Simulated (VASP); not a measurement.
# Al2O3 (P-6m2) in VASP: a series of runs, part 2 of 2

VASP 6.6.1. The steps go on from the part before.

## Step 4: Single point, PBE+D3(BJ)

The input, INCAR:

```
SYSTEM = Al2O3
  PREC = Accurate
  ENCUT = 520
  EDIFF = 1E-6
  ISMEAR = 0
  SIGMA = 0.05
  LREAL = .False.
  LASPH = .True.
  NELM = 60
  ALGO = Normal
  ISIF = 2
  LWAVE = .False.
  LCHARG = .False.
  GGA = PE
  IVDW = 12
  NBANDS = 20
```

The input, KPOINTS:

```
regular mesh
0
Gamma
  9 9 4
  0 0 0
```

The input, POSCAR:

```
Al2O3
1.0
    2.7886129015      0.0000000000      0.0000000000
   -1.3943064508      2.4150096140      0.0000000000
    0.0000000000      0.0000000000      7.0962667811
Al O
2 3
Direct
    0.0000000000      0.0000000000      0.1907358529
    0.0000000000      0.0000000000      0.8092641471
    0.3333333333      0.6666666667      0.2977981479
    0.6666666667      0.3333333333      0.0000000000
    0.3333333333      0.6666666667      0.7022018521
```

Potentials or basis: VASP PAW PBE potentials, release 64 (Al, O).

Launch:

```sh
$ cat potpaw_PBE.64/Al/POTCAR potpaw_PBE.64/O/POTCAR > POTCAR
$ mpirun -np 1 vasp_std > vasp.out
```

OUTCAR:

```text
SYSTEM = Al2O3
   PREC = Accurate
   ENCUT = 520
   EDIFF = 1E-6
   ISMEAR = 0
   LREAL = .False.
   LASPH = .True.
   NELM = 60
   ISIF = 2
   GGA = PE
   IVDW = 12
 IVDW          = 12

 ion  position               nearest neighbor table
   1  0.000  0.000  0.191-   3 1.78   3 1.78   3 1.78   4 2.10   4 2.10   4 2.10   2 2.71
   2  0.000  0.000  0.809-   5 1.78   5 1.78   5 1.78   4 2.10   4 2.10   4 2.10   1 2.71
   3  0.333  0.667  0.298-   1 1.78   1 1.78   1 1.78
   4  0.667  0.333  0.000-   1 2.10   2 2.10   1 2.10   2 2.10   1 2.10   2 2.10
   5  0.333  0.667  0.702-   2 1.78   2 1.78   2 1.78

  LATTYP: Found a hexagonal cell.
 ALAT       =     2.7886129015
 C/A-ratio  =     2.5447299542

  Lattice vectors:

 A1 = (   2.7886129015,   0.0000000000,   0.0000000000)
 A2 = (  -1.3943064508,   2.4150096140,   0.0000000000)
 A3 = (   0.0000000000,   0.0000000000,   7.0962667811)

Analysis of symmetry for initial positions (statically):
=====================================================================
 Subroutine PRICEL returns:
 Original cell was already a primitive cell.
[... 178 lines left out ...]

 val. band max:        4.6397798618   @ k =   0.3333   0.3333   0.5000
 cond. band min:       9.3570135102   @ k =   0.0000   0.0000   0.0000
 fundamental gap:      4.7172336484
 Fermi energy:         4.8966212056

 k-point     1 :       0.0000    0.0000    0.0000
  band No.  band energies     occupation
      1     -15.2259      2.00000
      2     -13.2871      2.00000
      3     -12.5722      2.00000
      4      -1.3736      2.00000
      5       1.7795      2.00000
      6       2.6471      2.00000
[... 541 lines left out ...]
     19      17.7518      0.00000
     20      19.0553      0.00000

 [... further k-points ...]

------------------------ aborting loop because EDIFF is reached ----------------------------------------

 Edisp (eV)   -1.05587

 E8    (eV) :    -0.3993

  FORCE on cell =-STRESS in cart. coord.  units (eV):
  Direction    XX          YY          ZZ          XY          YZ          ZX
  --------------------------------------------------------------------------------------
  -------------------------------------------------------------------------------------
  Total       3.86505     3.86505     0.93915    -0.00000     0.00000     0.00000
  in kB     129.57733   129.57733    31.48522    -0.00000     0.00000     0.00000
  external pressure =       96.88 kB  Pullay stress =        0.00 kB

 VOLUME and BASIS-vectors are now :
 -----------------------------------------------------------------------------
  energy-cutoff  :      520.00
  volume of cell :       47.79
      direct lattice vectors                 reciprocal lattice vectors
     2.788612902  0.000000000  0.000000000     0.358601224  0.207038513  0.000000000
    -1.394306451  2.415009614  0.000000000     0.000000000  0.414077027  0.000000000
     0.000000000  0.000000000  7.096266781     0.000000000  0.000000000  0.140919166

 POSITION                                       TOTAL-FORCE (eV/Angst)
 -----------------------------------------------------------------------------------
      0.00000      0.00000      1.35351        -0.000000      0.000000      1.458340
      0.00000      0.00000      5.74275        -0.000000      0.000000     -1.458340
     -0.00000      1.61001      2.11326         0.000000      0.000000     -0.880627
      1.39431      0.80500      0.00000         0.000000     -0.000000      0.000000
     -0.00000      1.61001      4.98301         0.000000     -0.000000      0.880627
 -----------------------------------------------------------------------------------
    total drift:                                0.000000     -0.000000      0.000000

  FREE ENERGIE OF THE ION-ELECTRON SYSTEM (eV)
  ---------------------------------------------------
  free  energy   TOTEN  =       -37.1039163592 eV

  energy  without entropy=      -37.1039163592  energy(sigma->0) =      -37.10391636
```

Wall time 27 s (1 thread of Intel Xeon Platinum 8175M at 2.50GHz (Skylake/Cascade Lake), shared host); peak memory 0.2 GiB.

Results:

- Free energy: -37.1039 eV
- Pressure: 9.7 GPa
- Largest force: 1.458 eV/Å
- Band gap on the k mesh: 4.72 eV, indirect (least direct gap 4.83 eV)
- Dispersion energy per atom: -0.211 eV

Forces on the atoms (eV/Å):
```
Al   0.000  0.000  1.458
Al   0.000  0.000 -1.458
O    0.000  0.000 -0.881
O    0.000  0.000  0.000
O    0.000  0.000  0.881
```

Stress tensor (GPa, compression positive):
```
12.96  0.00  0.00
 0.00 12.96  0.00
 0.00  0.00  3.15
```

Caveat: forces of over 1 eV/Å act on the atoms, so gaps and moduli don't describe the material at rest. A k mesh can miss the band edges.

## Step 5: Single point, PBE+D3(BJ)

This run uses another cell than the first one, of 9.83 Å³/atom, 1.029 times its volume.

The input, INCAR:

```
SYSTEM = Al2O3
PREC = Accurate
ENCUT = 520
EDIFF = 1E-7
ISMEAR = 0
SIGMA = 0.05
LREAL = .False.
LASPH = .True.
NELM = 100
ALGO = Normal
ISIF = 2
LWAVE = .False.
LCHARG = .False.
GGA = PE
IVDW = 12
NBANDS = 20
```

The input, KPOINTS:

```
Automatic mesh
0
Gamma
  9 9 4
  0 0 0
```

The input, POSCAR:

```
Al2O3
1.0
    2.8152956653      0.0000000000      0.0000000000
   -1.4076478327      2.4381175653      0.0000000000
    0.0000000000      0.0000000000      7.1641672095
Al O
2 3
Direct
    0.0000000000      0.0000000000      0.1907358529
    0.0000000000      0.0000000000      0.8092641471
    0.3333333333      0.6666666667      0.2909453217
    0.6666666667      0.3333333333      0.0000000000
    0.3333333333      0.6666666667      0.7090546783
```

Potentials or basis: VASP PAW PBE potentials, release 64 (Al, O).

Launch:

```sh
$ cat potpaw_PBE.64/Al/POTCAR potpaw_PBE.64/O/POTCAR > POTCAR
$ mpirun -np 1 vasp_std > vasp.out
```

OUTCAR:

```text
SYSTEM = Al2O3
   PREC = Accurate
   ENCUT = 520
   EDIFF = 1E-7
   ISMEAR = 0
   LREAL = .False.
   LASPH = .True.
   NELM = 100
   ISIF = 2
   GGA = PE
   IVDW = 12
 IVDW          = 12

 ion  position               nearest neighbor table
   1  0.000  0.000  0.191-   3 1.78   3 1.78   3 1.78   4 2.12   4 2.12   4 2.12   2 2.73
   2  0.000  0.000  0.809-   5 1.78   5 1.78   5 1.78   4 2.12   4 2.12   4 2.12   1 2.73
   3  0.333  0.667  0.291-   1 1.78   1 1.78   1 1.78
[... 762 lines left out ...]
  Direction    XX          YY          ZZ          XY          YZ          ZX
  --------------------------------------------------------------------------------------
  -------------------------------------------------------------------------------------
  Total       2.88043     2.88043     0.99086    -0.00000     0.00000     0.00000
  in kB      93.84778    93.84778    32.28342    -0.00000     0.00000     0.00000
  external pressure =       73.33 kB  Pullay stress =        0.00 kB

 VOLUME and BASIS-vectors are now :
 -----------------------------------------------------------------------------
  energy-cutoff  :      520.00
  volume of cell :       49.17
      direct lattice vectors                 reciprocal lattice vectors
     2.815295665  0.000000000  0.000000000     0.355202479  0.205076247  0.000000000
    -1.407647833  2.438117565  0.000000000     0.000000000  0.410152494  0.000000000
     0.000000000  0.000000000  7.164167210     0.000000000  0.000000000  0.139583565

 POSITION                                       TOTAL-FORCE (eV/Angst)
 -----------------------------------------------------------------------------------
      0.00000      0.00000      1.36646        -0.000000      0.000000      0.689505
      0.00000      0.00000      5.79770        -0.000000      0.000000     -0.689505
     -0.00000      1.62541      2.08438        -0.000000      0.000000     -0.279709
      1.40765      0.81271      0.00000         0.000000      0.000000      0.000000
     -0.00000      1.62541      5.07979        -0.000000      0.000000      0.279709
 -----------------------------------------------------------------------------------
    total drift:                                0.000000     -0.000000      0.000000

  FREE ENERGIE OF THE ION-ELECTRON SYSTEM (eV)
  ---------------------------------------------------
  free  energy   TOTEN  =       -37.2356336200 eV

  energy  without entropy=      -37.2356336200  energy(sigma->0) =      -37.23563362
```

OSZICAR:

```text
N       E                     dE             d eps       ncg     rms          rms(c)
DAV:   1     0.994539087557E+02    0.99454E+02   -0.12931E+04  1440   0.112E+03
DAV:   2    -0.347441377641E+02   -0.13420E+03   -0.13119E+03  1724   0.248E+02
DAV:   3    -0.405731420631E+02   -0.58290E+01   -0.58110E+01  1972   0.522E+01
DAV:   4    -0.406152720094E+02   -0.42130E-01   -0.42124E-01  1720   0.482E+00
DAV:   5    -0.406158622749E+02   -0.59027E-03   -0.59026E-03  1864   0.558E-01    0.128E+01
DAV:   6    -0.362119461769E+02    0.44039E+01   -0.13279E+01  1584   0.271E+01    0.451E+00
DAV:   7    -0.362167205346E+02   -0.47744E-02   -0.55655E-01  1708   0.512E+00    0.253E+00
DAV:   8    -0.362061620591E+02    0.10558E-01   -0.58345E-02  1692   0.223E+00    0.732E-01
DAV:   9    -0.362077660132E+02   -0.16040E-02   -0.14045E-02  1768   0.120E+00    0.193E-01
DAV:  10    -0.362088948294E+02   -0.11288E-02   -0.32252E-03  1684   0.415E-01    0.146E-01
DAV:  11    -0.362091703657E+02   -0.27554E-03   -0.58007E-04  1640   0.251E-01    0.253E-02
DAV:  12    -0.362091878024E+02   -0.17437E-04   -0.82798E-05  1792   0.781E-02    0.120E-02
DAV:  13    -0.362091943132E+02   -0.65107E-05   -0.30209E-05  1628   0.402E-02    0.728E-03
DAV:  14    -0.362091932830E+02    0.10302E-05   -0.20814E-06  1916   0.147E-02    0.280E-03
DAV:  15    -0.362091935600E+02   -0.27702E-06   -0.63277E-07  1632   0.632E-03    0.576E-04
DAV:  16    -0.362091935443E+02    0.15737E-07   -0.51745E-08  1496   0.178E-03
   1 F= -.37235634E+02 E0= -.37235634E+02  d E =-.255806E-17
```

stdout:

```text
POSCAR found type information on POSCAR AlO
 POSCAR found :  2 types and       5 ions
 scaLAPACK will be used
 LDA part: xc-table for (Slater+PW92), standard interpolation
 POSCAR, INCAR and KPOINTS ok, starting setup
 FFT: planning ... GRIDC
 FFT: planning ... GRID_SOFT
 FFT: planning ... GRID
 WAVECAR not read
 entering main loop
```

Run time: 32 s. Hardware: 1 thread of Intel Xeon Platinum 8175M at 2.50GHz (Skylake/Cascade Lake), shared host; peak memory 0.2 GiB.

Results:

```
Free energy                : -37.2356 eV
Pressure                   : 7.3 GPa
Largest force              : 0.690 eV/Å
Band gap on the k mesh     : 4.79 eV, indirect (least direct gap 4.90 eV)
Dispersion energy per atom : -0.205 eV
```

Forces in eV/Å, atoms in the order of the input:
```
Al   0.000  0.000  0.690
Al   0.000  0.000 -0.690
O    0.000  0.000 -0.280
O    0.000  0.000  0.000
O    0.000  0.000  0.280
```

Stress tensor (GPa, compression positive):
```
9.38 0.00 0.00
0.00 9.38 0.00
0.00 0.00 3.23
```

A k mesh can miss the band edges.
